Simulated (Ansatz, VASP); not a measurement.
Te: VASP beside Ansatz

```
Te
1.0
     4.45800    0.00000    0.00000
    -2.22900    3.86074    0.00000
     0.00000    0.00000    5.80650
Te
3
Direct
  0.74500 0.00000 0.33333
  0.00000 0.74500 0.66667
  0.25500 0.25500 0.00000
```

Change from the starting cell: zz strain of -2 %.

Alike in both runs: task single point; functional PBE; k mesh 9 × 9 × 6; occupations fermi-dirac, width 0.08 eV; no spin polarisation.

|  | VASP | Ansatz |
| --- | --- | --- |
| version | VASP 6.6.1 | Ansatz 0.2.0 |
| potentials or method | VASP PAW PBE potentials, release 64 (Te), cutoff 520 eV | all-electron LAPW, scalar-relativistic |

|  | VASP | Ansatz | Ansatz less VASP |
| --- | --- | --- | --- |
| pressure (GPa) | 4.8 | 4.7 | -0.05 |
| traceless stress, the component that is largest in VASP (GPa) | 1.56 | 1.51 | -0.050 |
| rms of the force components (eV/Å) | 0.484 | 0.467 | -0.0164 |

Atom by atom the forces differ by 0.016 eV/Å (rms over components). Ansatz ran all-electron here, and VASP with PAW potentials.

Spin-orbit coupling is off throughout.
